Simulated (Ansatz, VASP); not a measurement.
**Two plane-wave programs on Al2O3**

File INCAR:

```
  ALGO = Normal
  EDIFF = 1E-6
  ENCUT = 520
  GGA = CA
  ISIF = 2
  ISMEAR = 0
  LASPH = T
  LCHARG = F
  LREAL = F
  LWAVE = F
  NBANDS = 20
  NELM = 100
  PREC = Accurate
  SIGMA = 0.05
```

Contents of KPOINTS:

```
k-points
0
Gamma
  9 9 4
```

POSCAR

```
Al2O3
1.0
    2.9996979462      0.0000000000      0.0000000000
   -1.4998489731      2.5978146251      0.0000000000
    0.0000000000      0.0000000000      9.3367544600
Al O
2 3
Direct
    0.0000000000      0.0000000000      0.1499923300
    0.0000000000      0.0000000000      0.8500076700
    0.3333333333      0.6666666667      0.2223169200
    0.6666666667      0.3333333333      0.0000000000
    0.3333333333      0.6666666667      0.7776830800
```

Input for Ansatz:

```yaml
crystal:
  lattice:
    - [2.9996979462, 0.0, 0.0]
    - [-1.4998489731, 2.5978146251, 0.0]
    - [0.0, 0.0, 9.33675446]
  atoms:
    - { symbol: Al, position: [0.0, 0.0, 0.14999233] }
    - { symbol: Al, position: [0.0, 0.0, 0.85000767] }
    - { symbol: O, position: [0.3333333333, 0.6666666667, 0.22231692] }
    - { symbol: O, position: [0.6666666667, 0.3333333333, 0.0] }
    - { symbol: O, position: [0.3333333333, 0.6666666667, 0.77768308] }
basis:
  ecutwfc: 420
kpoints:
  mp_grid: { grid: [9, 9, 4] }
hamiltonian:
  xc: lda
scf:
  occupations: { method: gaussian, width: 0.05 }
output:
  forces: true
  stress: true
  eigenvalues: true
```

Change from the starting cell: strain +0.040 along x and y, +0.000 along z, atoms carried along.

Alike in both runs: task single point; functional LDA; k mesh 9 × 9 × 4; occupations gaussian, width 0.05 eV; no spin polarisation.

|  | VASP | Ansatz |
| --- | --- | --- |
| version | VASP 6.6.1 | Ansatz 0.2.0 |
| potentials or method | VASP PAW LDA potentials, release 64 (Al, O), cutoff 520 eV | scalar-relativistic, plane waves, PAW |
| valence electrons in the cell | 24 | 24 |

```tsv
	VASP	Ansatz	Ansatz less VASP
gap on the k mesh at the Fermi level (eV)	3.73	3.75	+0.019
least direct gap on the mesh (eV)	3.94	3.96	+0.015
pressure (GPa)	-16.5	-16.8	-0.36
traceless stress, the component that is largest in VASP (GPa)	9.77	10.13	+0.360
rms of the force components (eV/Å)	0.494	0.497	+0.0032
```

LDA's correlation is that of Perdew and Zunger in VASP and of Perdew and Wang (1992) in Ansatz. Atom by atom the forces differ by 0.004 eV/Å (rms over components).
